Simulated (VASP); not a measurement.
Runs of VASP 6.6.1 on Ca. The structure is that of space group Pm-3m (No. 221), or close to it. The cells are those of the table. 

```csv
cell,gap on the mesh (eV),pressure (GPa)
"a = 3.422 Å, 1 atom",none,1.3
"a = 3.473 Å, 1 atom",none,(a)
"a = 3.664 Å, 1 atom",none,-0.6
"a = 3.571 Å, 1 atom",none,-0.1
```

Alike in all rows: task single point; level BLYP; potentials or basis VASP PAW PBE potentials, release 64 (Ca_sv); no spin polarisation; k mesh 10 × 10 × 10; cutoff (eV) 520; smearing fermi-dirac 0.1 eV.

Task: Fill in the values left out.

Result: (a) 0.7.

Caveats: the PAW data sets were made with another functional, which shifts forces and pressure a little.

A gap of «none» marks levels without a gap at the run's occupations.
